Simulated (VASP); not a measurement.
# K (P6_3/mmc) in VASP: single point with HSE06

Aim: the single point of K with HSE06.

Program: VASP 6.6.1. These are calculated values, not measurements. Logs are shortened: lines on timing, memory, paths and dates and some standing lists are left out, and cuts for length are marked.

### Step 1. The cell of the first run

It takes space group P6_3/mmc (No. 194, hexagonal). Conventional cell: a = 4.659 Å, b = 4.659 Å, c = 7.610 Å, α = 90.00°, β = 90.00°, γ = 120.00°.

This isn't the form of K at room conditions, which is bcc.

### Step 2. Single point, HSE06

File POSCAR:

```
K
1.0
    4.6590760777      0.0000000000      0.0000000000
   -2.3295380388      4.0348782414      0.0000000000
    0.0000000000      0.0000000000      7.6098242602
K
2
Direct
    0.3333333333      0.6666666667      0.7500000000
    0.6666666667      0.3333333333      0.2500000000
```

File INCAR.step1:

```
SYSTEM = K
PREC = Accurate
ENCUT = 520
EDIFF = 1E-5
ISMEAR = 0
SIGMA = 0.05
LREAL = .False.
LASPH = .True.
NELM = 100
ALGO = Normal
ISIF = 2
LWAVE = .True.
LCHARG = .False.
GGA = PE
NBANDS = 16
```

File INCAR.step2:

```
SYSTEM = K
PREC = Accurate
ENCUT = 520
EDIFF = 1E-6
ISMEAR = 0
SIGMA = 0.05
LREAL = .False.
LASPH = .True.
NELM = 100
ALGO = Normal
ISIF = 2
LWAVE = .False.
LCHARG = .False.
GGA = PE
LHFCALC = .True.
HFSCREEN = 0.2079
PRECFOCK = Normal
ISTART = 1
NBANDS = 16
```

File KPOINTS:

```
regular mesh
0
Gamma
  6 6 4
  0 0 0
```

Potentials or basis: VASP PAW PBE potentials, release 64 (K_sv).

Command:

```
> cat potpaw_PBE.64/K_sv/POTCAR > POTCAR
> cp INCAR.step1 INCAR
> mpirun -np 1 vasp_std > vasp.out
> cp INCAR.step2 INCAR
> mpirun -np 1 vasp_std > vasp.out
```

OUTCAR:

```text
SYSTEM = K
   PREC = Accurate
   ENCUT = 520
   EDIFF = 1E-6
   ISMEAR = 0
   LREAL = .False.
   LASPH = .True.
   NELM = 100
   ISIF = 2
   GGA = PE
   LHFCALC = .True.
   HFSCREEN = 0.2079
   PRECFOCK = Normal
   ISTART = 1

 ion  position               nearest neighbor table
   1  0.333  0.667  0.750-
   2  0.667  0.333  0.250-

  LATTYP: Found a hexagonal cell.
 ALAT       =     4.6590760777
 C/A-ratio  =     1.6333333333

  Lattice vectors:

 A1 = (   4.6590760777,   0.0000000000,   0.0000000000)
 A2 = (  -2.3295380388,   4.0348782414,   0.0000000000)
 A3 = (   0.0000000000,   0.0000000000,   7.6098242602)

Analysis of symmetry for initial positions (statically):
=====================================================================
 Subroutine PRICEL returns:
 Original cell was already a primitive cell.

 Routine SETGRP: Setting up the symmetry group for a
 hexagonal supercell.

 Subroutine GETGRP returns: Found 24 space group operations
 (whereof 12 operations were pure point group operations)
 out of a pool of 24 trial point group operations.

The static configuration has the point symmetry D_3d.
 The point group associated with its full space group is D_6h.

Analysis of symmetry for dynamics (positions and initial velocities):
=====================================================================
 Subroutine PRICEL returns:
 Original cell was already a primitive cell.

 Routine SETGRP: Setting up the symmetry group for a
 hexagonal supercell.

 Subroutine GETGRP returns: Found 24 space group operations
 (whereof 12 operations were pure point group operations)
 out of a pool of 24 trial point group operations.

The dynamic configuration has the point symmetry D_3d.
 The point group associated with its full space group is D_6h.

 Subroutine INISYM returns: Found 24 space group operations
 (whereof 12 operations are pure point group operations),
 and found     1 'primitive' translations

----------------------------------------------------------------------------------------

                                     Primitive cell

  volume of cell :     143.0556

  direct lattice vectors                    reciprocal lattice vectors
     4.659076078  0.000000000  0.000000000     0.214634830  0.123919477  0.000000000
    -2.329538039  4.034878241  0.000000000     0.000000000  0.247838953  0.000000000
     0.000000000  0.000000000  7.609824260     0.000000000  0.000000000  0.131409079

  length of vectors
     4.659076078  4.659076078  7.609824260     0.247838953  0.247838953  0.131409079

  position of ions in fractional coordinates (direct lattice)
     0.333333333  0.666666667  0.750000000
     0.666666667  0.333333333  0.250000000

  ion indices of the primitive-cell ions
   primitive index   ion index
                 1           1
                 2           2

----------------------------------------------------------------------------------------

 KPOINTS: regular mesh

Automatic generation of k-mesh.
 Grid dimensions read from file:
 generate k-points for:    6    6    4

 Generating k-lattice:

  Cartesian coordinates                     Fractional coordinates (reciprocal lattice)
     0.035772472  0.020653246  0.000000000     0.166666667 -0.000000000  0.000000000
     0.000000000  0.041306492  0.000000000     0.000000000  0.166666667  0.000000000
     0.000000000  0.000000000  0.032852270     0.000000000  0.000000000  0.250000000

  Length of vectors
     0.041306492  0.041306492  0.032852270

  Shift w.r.t. Gamma in fractional coordinates (k-lattice)
     0.000000000  0.000000000  0.000000000

 Subroutine IBZKPT returns following result:
 ===========================================

 Found     21 irreducible k-points:

 Following reciprocal coordinates:
            Coordinates               Weight
  0.000000  0.000000  0.000000      1.000000
  0.166667 -0.000000  0.000000      6.000000
  0.333333 -0.000000  0.000000      6.000000
  0.500000  0.000000  0.000000      3.000000
  0.166667  0.166667  0.000000      6.000000
  0.333333  0.166667  0.000000     12.000000
[... 13 lines left out ...]
  0.333333  0.166667  0.500000     12.000000
  0.333333  0.333333  0.500000      2.000000
   k-points           NKPTS =     21   k-points in BZ     NKDIM =    144   number of bands    NBANDS=     16
   number of dos      NEDOS =    301   number of ions     NIONS =      2
   total plane-waves  NPLWV =  77760
   dimension x,y,z NGX =    36 NGY =   36 NGZ =   60
   dimension x,y,z NGXF=    72 NGYF=   72 NGZF=  120
   ions per type =               2
   NGX,Y,Z   is equivalent  to a cutoff of  12.85, 12.85, 13.11 a.u.
   NGXF,Y,Z  is equivalent  to a cutoff of  25.69, 25.69, 26.22 a.u.
 SYSTEM =  K
   PREC   = accura    normal or accurate (medium, high low for compatibility)
   ISTART =      1    job   : 0-new  1-cont  2-samecut
   ICHARG =      0    charge: 1-file 2-atom 10-const
   ISPIN  =      1    spin polarized calculation?
   LNONCOLLINEAR =      F non collinear calculations
   LSORBIT =      F    spin-orbit coupling
   LASPH  =      T    aspherical Exc in radial PAW
   ENCUT  =  520.0 eV  38.22 Ry    6.18 a.u.   8.66  8.66 14.15*2*pi/ulx,y,z
   NELM   =    100;   NELMIN=  2; NELMDL=  0     # of ELM steps
   EDIFF  = 0.1E-05   stopping-criterion for ELM
   LREAL  =      F    real-space projection
   EDIFFG = 0.1E-04   stopping-criterion for IOM
   NSW    =      0    number of steps for IOM
   IBRION =     -1    ionic relax: 0-MD 1-quasi-New 2-CG
   NFREE  =      0    steps in history (QN), initial steepest desc. (CG)
   ISIF   =      2    stress and relaxation
   ISYM   =      3    0-nonsym 1-usesym 2-fastsym
   POTIM  = 0.5000    time-step for ionic-motion
   TEBEG  =    0.0;   TEEND  =   0.0 temperature during run
   PSTRESS=    0.0 pullay stress
   NELECT =      18.0000    total number of electrons
   NUPDOWN=      -1.0000    fix difference up-down
   EMIN   =  10.00;   EMAX   =-10.00  energy-range for DOS
   EFERMI =   0.00;   METHOD = LEGACY
   ISMEAR =     0;   SIGMA  =   0.05  broadening in eV -4-tet -1-fermi 0-gaus
   EFERMI_NEDOS =   21; number of points for ismear=-14 and -15
   IALGO  =     38    algorithm
   IMIX   =      1    mixing-type and parameters
     AMIX     =   0.40;   BMIX     =  1.00
     AMIX_MAG =   1.60;   BMIX_MAG =  1.00
  volume/ion in A,a.u.               =      71.53       482.69
  Fermi-wavevector in a.u.,A,eV,Ry     =   0.820347  1.550230  9.156293  0.672969
  Thomas-Fermi vector in A             =   1.931313
   LORBIT       =      0    0 simple, 1 ext, 2 COOP (PROOUT), +10 PAW based schemes
   GGA     = PE    functional components
   LHFCALC =     T    Hartree Fock is set to
   PRECFOCK=normal    Normal, Fast or Accurate (Low or Medium for compatibility)
   ENCUT4O =  -1.0   cutoff for four orbital integrals eV
   NKREDX  =     1    reduce k-point grid by
   NKREDY  =     1    reduce k-point grid by
   NKREDZ  =     1    reduce k-point grid by
   AEXX    =    0.2500 exact exchange contribution
   HFSCREEN=    0.2079 screening length (either q_TF or 0.3 A-1)
   HFSCREENC=   0.2079 screening length for correlation (either q_TF or 0.3 A-1)
   ENCUTFOCK=  -1.0 apply spherical cutoff to Coloumb kernel
   IVDW    =     0    specifies the selected vdW correction
   LEPSILON=     F    determine dielectric tensor
   LRPA    =     F    only Hartree local field effects (RPA)
 non-spin polarized calculation
 Gauss-broadening in eV      SIGMA  =   0.05
  energy-cutoff  :      520.00
  volume of cell :      143.06
 maximum number of plane-waves:      3869
 NGX is ok and might be reduce to    36
  NGX = 28; NGY = 28; NGZ = 48

 number of electron      18.0000000 magnetization

 Free energy of the ion-electron system (eV)
  ---------------------------------------------------
  ext. energy  EPLUGINS =         0.00000000
  ---------------------------------------------------
  free energy    TOTEN  =        -2.22533930 eV

  energy without entropy =       -2.22428953  energy(sigma->0) =       -2.22481441

 E-fermi :  -0.1193     XC(G=0):  -4.9156

 val. band max:       -0.1805294095   @ k =   0.3333   0.1667   0.2500
 cond. band min:       0.1219358461   @ k =   0.1667   0.1667   0.2500
 fundamental gap:      0.3024652556
 Fermi energy:        -0.1193058277

 k-point     1 :       0.0000    0.0000    0.0000
  band No.  band energies     occupation
      1     -35.1769      2.00000
      2     -35.1726      2.00000
      3     -17.3347      2.00000
      4     -17.2701      2.00000
      5     -17.2701      2.00000
      6     -17.2602      2.00000
[... 8 lines left out ...]
     15       5.1131      0.00000
     16       5.1131      0.00000

 k-point     2 :       0.1667   -0.0000    0.0000
  band No.  band energies     occupation
      1     -35.1759      2.00000
      2     -35.1721      2.00000
      3     -17.3280      2.00000
      4     -17.2841      2.00000
      5     -17.2748      2.00000
      6     -17.2744      2.00000
[... 8 lines left out ...]
     15       4.8337      0.00000
     16       5.1856      0.00000

 k-point     3 :       0.3333   -0.0000    0.0000
  band No.  band energies     occupation
      1     -35.1738      2.00000
      2     -35.1714      2.00000
      3     -17.3129      2.00000
      4     -17.3123      2.00000
      5     -17.3023      2.00000
      6     -17.2827      2.00000
[... 8 lines left out ...]
     15       4.7500      0.00000
     16       5.1062      0.00000

 k-point     4 :       0.5000    0.0000    0.0000
  band No.  band energies     occupation
      1     -35.1726      2.00000
      2     -35.1712      2.00000
      3     -17.3276      2.00000
      4     -17.3155      2.00000
      5     -17.3009      2.00000
      6     -17.2867      2.00000
[... 8 lines left out ...]
     15       4.5640      0.00000
     16       5.3297      0.00000
[... 267 lines left out ...]
 k-point    19 :       0.1667    0.1667    0.5000
  band No.  band energies     occupation
      1     -35.1730      2.00000
      2     -35.1730      2.00000
      3     -17.3115      2.00000
      4     -17.3115      2.00000
      5     -17.2815      2.00000
      6     -17.2815      2.00000
[... 8 lines left out ...]
     15       4.6024      0.00000
     16       4.6024      0.00000

 k-point    20 :       0.3333    0.1667    0.5000
  band No.  band energies     occupation
      1     -35.1719      2.00000
      2     -35.1719      2.00000
      3     -17.3244      2.00000
      4     -17.3244      2.00000
      5     -17.2899      2.00000
      6     -17.2899      2.00000
[... 8 lines left out ...]
     15       4.6997      0.00000
     16       4.6997      0.00000

 k-point    21 :       0.3333    0.3333    0.5000
  band No.  band energies     occupation
      1     -35.1716      2.00000
      2     -35.1716      2.00000
      3     -17.3188      2.00000
      4     -17.3188      2.00000
      5     -17.3040      2.00000
      6     -17.3040      2.00000
[... 8 lines left out ...]
     15       4.9891      0.00000
     16       4.9891      0.00000

------------------------ aborting loop because EDIFF is reached ----------------------------------------

  FORCE on cell =-STRESS in cart. coord.  units (eV):
  Direction    XX          YY          ZZ          XY          YZ          ZX
  --------------------------------------------------------------------------------------
  -------------------------------------------------------------------------------------
  Total        0.2717305      0.2717305      0.0177098      0.0000000      0.0000000      0.0000000
  in kB        3.0432955      3.0432955      0.1983442      0.0000000      0.0000000      0.0000000
  external PRESSURE =       2.0949784 kB  Pullay stress =       0.0000000 kB

 VOLUME and BASIS-vectors are now :
 -----------------------------------------------------------------------------
  energy-cutoff  :      520.00
  volume of cell :      143.06
      direct lattice vectors                 reciprocal lattice vectors
     4.659076078  0.000000000  0.000000000     0.214634830  0.123919477  0.000000000
    -2.329538039  4.034878241  0.000000000     0.000000000  0.247838953  0.000000000
     0.000000000  0.000000000  7.609824260     0.000000000  0.000000000  0.131409079

 POSITION                                       TOTAL-FORCE (eV/Angst)
 -----------------------------------------------------------------------------------
     -0.00000      2.68992      5.70737         0.000000      0.000000     -0.000000
      2.32954      1.34496      1.90246         0.000000      0.000000      0.000000
 -----------------------------------------------------------------------------------
    total drift:                                0.000000      0.000000      0.000000

  FREE ENERGIE OF THE ION-ELECTRON SYSTEM (eV)
  ---------------------------------------------------
  free  energy   TOTEN  =        -2.2253392976 eV

  energy  without entropy=       -2.2242895310  energy(sigma->0) =       -2.22481441
```

It took 47 min on 1 thread of Intel Xeon 6975P-C (Granite Rapids), shared host; peak memory 0.41 GiB.

Results:

```
Free energy            : -2.2253 eV
Pressure               : 0.2 GPa
Band gap on the k mesh : zero (bands 9 and 10 overlap by 3.07 eV)
```

Stress tensor (GPa, compression positive):
```
0.30 0.00 0.00
0.00 0.30 0.00
0.00 0.00 0.02
```

Levels at points of the mesh, in eV from the Fermi level:
```csv
k point,band 5,band 6,band 7,band 8,band 9,band 10,band 11,band 12,band 13,band 14
"(0.00, 0.00, 0.00)",-17.15,-17.14,-17.14,-17.14,-2.49,0.54,0.69,4.77,4.77,4.88
"(0.50, 0.00, 0.00)",-17.18,-17.17,-17.16,-17.15,0.27,0.35,2.00,2.40,2.70,3.18
"(0.00, 0.00, 0.50)",-17.15,-17.15,-17.15,-17.15,-1.61,-1.61,3.24,3.24,4.83,4.83
"(0.50, 0.00, 0.50)",-17.16,-17.16,-17.16,-17.16,0.85,0.85,1.06,1.06,3.65,3.65
```

Caveat: the PAW data sets were made with another functional, which shifts forces and pressure a little.

The gap in the log of VASP goes by the Fermi energy; the results here count the filled bands.